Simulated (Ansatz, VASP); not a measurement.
InP in VASP and in Ansatz

```xyz
2
Lattice="0.0000 2.7503 2.7503 2.7503 0.0000 2.7503 2.7503 2.7503 0.0000" Properties=species:S:1:pos:R:3 pbc="T T T"
In    0.0000    0.0000    0.0000
P     2.7503    2.7503    2.7503
```

Change from the starting cell: volume scaled by 0.98.

Alike in both runs: task single point; functional PBE; k mesh 8 × 8 × 8; occupations fermi-dirac, width 0.05 eV; no spin polarisation.

|  | VASP | Ansatz |
| --- | --- | --- |
| version | VASP 6.6.1 | Ansatz 0.2.0 |
| potentials or method | VASP PAW PBE potentials, release 64 (In_d, P), cutoff 520 eV | all-electron LAPW, scalar-relativistic |

```tsv
	VASP	Ansatz	Ansatz less VASP
gap on the k mesh at the Fermi level (eV)	none	none	-
pressure (GPa)	1.5	1.5	+0.03
```

A gap of «none» marks a metal or a gap that the smearing closes. Ansatz ran all-electron here, and VASP with PAW potentials.
